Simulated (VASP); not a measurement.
# GaP (I-4m2) in VASP: notebook, part 2 of 2

VASP 6.6.1.

## Step 3: Single point, PBE (strain +0.040 along x and y, -0.040 along z)

Contents of INCAR:

```
SYSTEM = GaP
ALGO = Normal
EDIFF = 1E-6
ENCUT = 520
GGA = PE
ISIF = 2
ISMEAR = 0
LASPH = .TRUE.
LCHARG = .TRUE.
LELF = .TRUE.
LREAL = .FALSE.
LVHAR = .TRUE.
LWAVE = .FALSE.
NBANDS = 16
NELM = 80
PREC = Accurate
SIGMA = 0.05
```

Contents of KPOINTS:

```
k-points
0
G
  8 8 8
  0 0 0
```

Contents of POSCAR:

```
GaP
1.0
    0.0000000000      2.8342600000      2.6162400000
    2.8342600000      0.0000000000      2.6162400000
    2.8342600000      2.8342600000      0.0000000000
Ga P
1 1
Direct
    0.0000000000      0.0000000000      0.0000000000
    0.7500000000      0.7500000000      0.7500000000
```

Potentials or basis: VASP PAW PBE potentials, release 64 (Ga_d, P).

Launch:

```sh
$ cat potpaw_PBE.64/Ga_d/POTCAR potpaw_PBE.64/P/POTCAR > POTCAR
$ mpirun -np 1 vasp_std > vasp.out
```

Run time: 60 s. Hardware: 1 thread of Intel Xeon 8259CL, shared host; peak memory 0.19 GiB.

It converged, with:

| Item | Value |
| --- | --- |
| Free energy | -9.0880 eV |
| Pressure | -0.7 GPa |
| Band gap on the k mesh | 0.97 eV (least direct gap 1.22 eV) |

Stress tensor (GPa, compression positive):
```
-2.40  0.00  0.00
 0.00 -2.40  0.00
 0.00  0.00  2.63
```

Levels at points of the mesh, in eV from the valence-band top:
```csv
k point,band 6,band 7,band 8,band 9,band 10,band 11,band 12,band 13
"(0.00, 0.00, 0.00)",-12.46,-0.38,-0.38,0.00,1.22,3.57,3.74,3.74
"(0.50, 0.00, 0.00)",-10.51,-6.66,-1.60,-1.02,1.19,4.20,4.90,8.02
"(0.50, 0.50, 0.00)",-9.45,-6.49,-3.14,-3.14,1.11,1.16,10.02,10.02
"(0.50, 0.00, 0.50)",-9.77,-6.99,-2.63,-2.58,1.67,1.86,9.71,9.76
```

Caveat: the cell differs from its parent crystal (strain +0.040 along x and y, -0.040 along z).

## Step 4: Single point, PBE (strain +0.000 along x and y, +0.080 along z)

Contents of INCAR:

```
PREC = Accurate
ENCUT = 520
EDIFF = 1E-6
ISMEAR = 0
SIGMA = 0.05
LREAL = False
LASPH = True
NELM = 100
ALGO = Normal
ISIF = 2
LWAVE = False
LCHARG = True
GGA = PE
LELF = True
LVHAR = True
NBANDS = 16
```

Contents of KPOINTS:

```
Automatic mesh
0
Gamma
  8 8 8
```

Contents of POSCAR:

```
GaP
1.0
    0.0000000000      2.7252500000      2.9432700000
    2.7252500000      0.0000000000      2.9432700000
    2.7252500000      2.7252500000      0.0000000000
Ga P
1 1
Direct
    0.0000000000      0.0000000000      0.0000000000
    0.7500000000      0.7500000000      0.7500000000
```

Potentials or basis: VASP PAW PBE potentials, release 64 (Ga_d, P).

Launch:

```sh
$ cat potpaw_PBE.64/Ga_d/POTCAR potpaw_PBE.64/P/POTCAR > POTCAR
$ mpirun -np 1 vasp_std > vasp.out
```

OUTCAR:

```text
PREC = Accurate
   ENCUT = 520
   EDIFF = 1E-6
   ISMEAR = 0
   LREAL = False
   LASPH = True
   NELM = 100
   ISIF = 2
   GGA = PE

 ion  position               nearest neighbor table
   1  0.000  0.000  0.000-   2 2.42   2 2.42   2 2.42   2 2.42
   2  0.750  0.750  0.750-   1 2.42   1 2.42   1 2.42   1 2.42

  LATTYP: Found a body centered tetragonal cell.
 ALAT       =     3.8540855109
 C/A-ratio  =     1.5273506474

  Lattice vectors:

 A1 = (  -2.7252500000,   0.0000000000,   2.9432700000)
 A2 = (   2.7252500000,   0.0000000000,   2.9432700000)
 A3 = (   0.0000000000,   2.7252500000,  -2.9432700000)

Analysis of symmetry for initial positions (statically):
=====================================================================
 Subroutine PRICEL returns:
 Original cell was already a primitive cell.

 Routine SETGRP: Setting up the symmetry group for a
 body centered tetragonal supercell.

 Subroutine GETGRP returns: Found  8 space group operations
 (whereof  8 operations were pure point group operations)
 out of a pool of 16 trial point group operations.

The static configuration has the point symmetry D_2d.

Analysis of symmetry for dynamics (positions and initial velocities):
=====================================================================
 Subroutine PRICEL returns:
 Original cell was already a primitive cell.

 Routine SETGRP: Setting up the symmetry group for a
 body centered tetragonal supercell.

 Subroutine GETGRP returns: Found  8 space group operations
 (whereof  8 operations were pure point group operations)
 out of a pool of 16 trial point group operations.

The dynamic configuration has the point symmetry D_2d.

 Subroutine INISYM returns: Found  8 space group operations
 (whereof  8 operations are pure point group operations),
 and found     1 'primitive' translations

----------------------------------------------------------------------------------------

[... 111 lines left out ...]
     AMIX     =   0.40;   BMIX     =  1.00
     AMIX_MAG =   1.60;   BMIX_MAG =  1.00
  volume/ion in A,a.u.               =      21.86       147.52
  Fermi-wavevector in a.u.,A,eV,Ry     =   1.217890  2.301478 20.180924  1.483256
  Thomas-Fermi vector in A             =   2.353195
   LORBIT       =      0    0 simple, 1 ext, 2 COOP (PROOUT), +10 PAW based schemes
   GGA     = PE    functional components
   LHFCALC =     F    Hartree Fock is set to
   AEXX    =    0.0000 exact exchange contribution
   IVDW    =     0    specifies the selected vdW correction
   LEPSILON=     F    determine dielectric tensor
   LRPA    =     F    only Hartree local field effects (RPA)
 non-spin polarized calculation
 Gauss-broadening in eV      SIGMA  =   0.05
  energy-cutoff  :      520.00
  volume of cell :       43.72
 maximum number of plane-waves:      1200
 NGX is ok and might be reduce to    30
   NGX = 15   NGY = 15   NGZ = 15

 number of electron      18.0000010 magnetization

 Free energy of the ion-electron system (eV)
  ---------------------------------------------------
  ext. energy  EPLUGINS =         0.00000000
  ---------------------------------------------------
  free energy    TOTEN  =        -9.06301927 eV

  energy without entropy =       -9.06301927  energy(sigma->0) =       -9.06301927

 E-fermi :   4.2796     XC(G=0):  -9.4934

 val. band max:        4.0533635324   @ k =   0.0000   0.0000   0.0000
 cond. band min:       5.0481321875   @ k =   0.0000   0.0000   0.0000
 fundamental gap:      0.9947686551
 Fermi energy:         4.2795847420

 k-point     1 :       0.0000    0.0000    0.0000
  band No.  band energies     occupation
      1     -10.5639      2.00000
      2     -10.5398      2.00000
      3     -10.5398      2.00000
      4     -10.4788      2.00000
      5     -10.4647      2.00000
      6      -8.0278      2.00000
[... 433 lines left out ...]
      3     -10.5228      2.00000
      4     -10.4842      2.00000
      5     -10.4556      2.00000
      6      -6.6902      2.00000
[... 8 lines left out ...]
     15      14.2129      0.00000
     16      15.0207      0.00000

 [... further k-points ...]

------------------------ aborting loop because EDIFF is reached ----------------------------------------

  FORCE on cell =-STRESS in cart. coord.  units (eV):
  Direction    XX          YY          ZZ          XY          YZ          ZX
  --------------------------------------------------------------------------------------
  -------------------------------------------------------------------------------------
  Total       -0.3418826     -0.3418826     -2.0372645      0.0000000      0.0000000      0.0000000
  in kB      -12.5289547    -12.5289547    -74.6595213      0.0000000      0.0000000      0.0000000
  external PRESSURE =     -33.2391436 kB  Pullay stress =       0.0000000 kB

 VOLUME and BASIS-vectors are now :
 -----------------------------------------------------------------------------
  energy-cutoff  :      520.00
  volume of cell :       43.72
      direct lattice vectors                 reciprocal lattice vectors
     0.000000000  2.725250000  2.943270000    -0.183469406  0.183469406  0.169879080
     2.725250000  0.000000000  2.943270000     0.183469406 -0.183469406  0.169879080
     2.725250000  2.725250000  0.000000000     0.183469406  0.183469406 -0.169879080

 POSITION                                       TOTAL-FORCE (eV/Angst)
 -----------------------------------------------------------------------------------
      0.00000      0.00000      0.00000        -0.000000     -0.000000     -0.000000
      4.08788      4.08788      4.41491         0.000000      0.000000      0.000000
 -----------------------------------------------------------------------------------
    total drift:                               -0.000001     -0.000001     -0.000003

  FREE ENERGIE OF THE ION-ELECTRON SYSTEM (eV)
  ---------------------------------------------------
  free  energy   TOTEN  =        -9.0630192700 eV

  energy  without entropy=       -9.0630192699  energy(sigma->0) =       -9.06301927
```

stdout:

```text
POSCAR found type information on POSCAR GaP
 POSCAR found :  2 types and       2 ions
 scaLAPACK will be used
 LDA part: xc-table for (Slater+PW92), standard interpolation
 POSCAR, INCAR and KPOINTS ok, starting setup
 FFT: planning ... GRIDC
 FFT: planning ... GRID_SOFT
 FFT: planning ... GRID
 WAVECAR not read
 entering main loop
```

Wall time 78 s (1 thread of Intel Xeon 8259CL, shared host); peak memory 0.19 GiB.

Results:

- Free energy: -9.0630 eV
- Pressure: -3.3 GPa
- Band gap on the k mesh: 0.99 eV

Caveat: the cell differs from its parent crystal (strain +0.000 along x and y, +0.080 along z); the cell stands under tension. A k mesh can miss the band edges.

## Step 5: Single point, PBE (strain +0.080 along x and y, -0.080 along z)

Edit INCAR of step 4 so:

```diff
@@ -7,3 +7,3 @@
 LASPH = True
-NELM = 100
+NELM = 80
 ALGO = Normal
```

KPOINTS is that of step 4.

Contents of POSCAR:

```
GaP
1.0
    0.0000000000      2.9432700000      2.5072300000
    2.9432700000      0.0000000000      2.5072300000
    2.9432700000      2.9432700000      0.0000000000
Ga P
1 1
Direct
    0.0000000000      0.0000000000      0.0000000000
    0.7500000000      0.7500000000      0.7500000000
```

Launch:

```sh
$ cat potpaw_PBE.64/Ga_d/POTCAR potpaw_PBE.64/P/POTCAR > POTCAR
$ mpirun -np 1 vasp_std > vasp.out
```

Wall time 92 s (1 thread of Intel Xeon 8259CL, shared host); peak memory 0.19 GiB.

The run converged. Its results:

```yaml
Free_energy: -8.9719 eV
Pressure: -3.3 GPa
Band_gap_on_the_k_mesh: 0.37 eV (least direct gap 0.65 eV)
```

Stress tensor (GPa, compression positive):
```
-6.13  0.00  0.00
 0.00 -6.13  0.00
 0.00  0.00  2.47
```

Levels at points of the mesh, in eV from the valence-band top:
| k point | band 5 | band 6 | band 7 | band 8 | band 9 | band 10 | band 11 | band 12 | band 13 | band 14 |
| --- | --- | --- | --- | --- | --- | --- | --- | --- | --- | --- |
| (0.00, 0.00, 0.00) | -14.82 | -12.37 | -0.66 | -0.66 | 0.00 | 0.65 | 3.39 | 3.75 | 3.75 | 7.96 |
| (0.50, 0.00, 0.00) | -14.80 | -10.52 | -6.64 | -1.96 | -0.93 | 0.68 | 3.80 | 5.23 | 7.92 | 9.46 |
| (0.50, 0.50, 0.00) | -14.79 | -9.36 | -6.18 | -3.48 | -3.48 | 0.51 | 0.83 | 9.55 | 9.55 | 10.79 |
| (0.50, 0.00, 0.50) | -14.82 | -9.93 | -7.13 | -2.48 | -2.39 | 1.75 | 1.99 | 8.62 | 8.76 | 9.27 |

Caveat: the cell differs from its parent crystal (strain +0.080 along x and y, -0.080 along z); the cell stands under tension. A k mesh can miss the band edges.

## Step 6: Summary

```tsv
cell	gap on the mesh (eV)	pressure (GPa)
a = 3.938, b = 3.938, c = 3.700 Å, angles 62.0, 62.0, 56.0°, 2 atoms	1.05	2.6
a = 3.857, b = 3.857, c = 4.008 Å, angles 58.7, 58.7, 62.6°, 2 atoms	0.97	-0.7
a = 4.011, b = 4.011, c = 3.854 Å, angles 61.3, 61.3, 57.4°, 2 atoms	0.99	-3.3
a = 3.866, b = 3.866, c = 4.162 Å, angles 57.4, 57.4, 65.1°, 2 atoms	0.37	-3.3
```

Alike in all rows: task single point; level PBE; potentials or basis VASP PAW PBE potentials, release 64 (Ga_d, P); no spin polarisation; k mesh 8 × 8 × 8; cutoff (eV) 520; smearing gaussian 0.05 eV.

Caveats: the cell stands under tension (at least some runs).

Absolute energies hang on the potentials; compare differences alone.
